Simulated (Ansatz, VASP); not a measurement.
## ReS3: VASP beside Ansatz

File INCAR:

```
SYSTEM = ReS3
PREC = Accurate
ENCUT = 600
EDIFF = 1E-7
ISMEAR = 0
SIGMA = 0.1
LREAL = .False.
LASPH = .True.
NELM = 60
ALGO = Normal
ISIF = 3
LWAVE = .False.
LCHARG = .False.
GGA = PE
IBRION = 2
NSW = 100
EDIFFG = -0.01
```

File KPOINTS:

```
regular mesh
0
Gamma
  14 14 14
  0 0 0
```

POSCAR

```
ReS3
1.0
   -2.4612976612      2.4612976612      2.4612976612
    2.4612976612     -2.4612976612      2.4612976612
    2.4612976612      2.4612976612     -2.4612976612
Re S
1 3
Direct
    0.0000000000      0.0000000000      0.0000000000
    0.0000000000      0.5000000000      0.5000000000
    0.5000000000      0.0000000000      0.5000000000
    0.5000000000      0.5000000000      0.0000000000
```

Input for Ansatz:

```yaml
crystal:
  lattice:
    - [-2.4612976612, 2.4612976612, 2.4612976612]
    - [2.4612976612, -2.4612976612, 2.4612976612]
    - [2.4612976612, 2.4612976612, -2.4612976612]
  atoms:
    - { symbol: Re, position: [0.0, 0.0, 0.0] }
    - { symbol: S, position: [0.0, 0.5, 0.5] }
    - { symbol: S, position: [0.5, 0.0, 0.5] }
    - { symbol: S, position: [0.5, 0.5, 0.0] }
basis:
  ecutwfc: 420
kpoints:
  mp_grid: { grid: [14, 14, 14] }
hamiltonian:
  xc: pbe
scf:
  occupations: { method: gaussian, width: 0.1 }
output:
  forces: true
  stress: true
  eigenvalues: true
  write_density: true
  write_potential: true
  elf: true
  volumetric_format: npy
relax:
  adjacent_minimum: "off"
  f_tol: 0.01
  max_steps: 80
  cell: { stress_tol: 0.05 }
```

Alike in both runs: task relaxation of cell and atoms; functional PBE; k mesh 14 × 14 × 14; occupations gaussian, width 0.1 eV; no spin polarisation.

```csv
,VASP,Ansatz
version,VASP 6.6.1,Ansatz 0.2.0
potentials or method,"VASP PAW PBE potentials, release 64 (Re, S), cutoff 600 eV","scalar-relativistic, plane waves, PAW"
valence electrons in the cell,25,33
```

|  | VASP | Ansatz | Ansatz less VASP |
| --- | --- | --- | --- |
| gap on the k mesh at the Fermi level, each at its own relaxed structure (eV) | none | none | - |
| relaxed volume (Å³/atom) | 14.94 | 14.91 | -0.034 |
| relaxed cell length with the largest relative difference (Å) | 4.266 | 4.263 | -0.0032 |

A gap of «none» marks a metal or a gap that the smearing closes. VASP's potentials hold 25 valence electrons a cell and Ansatz's 33, so a difference there can come from the potentials and not from the codes.

Neither program's run includes spin-orbit coupling.
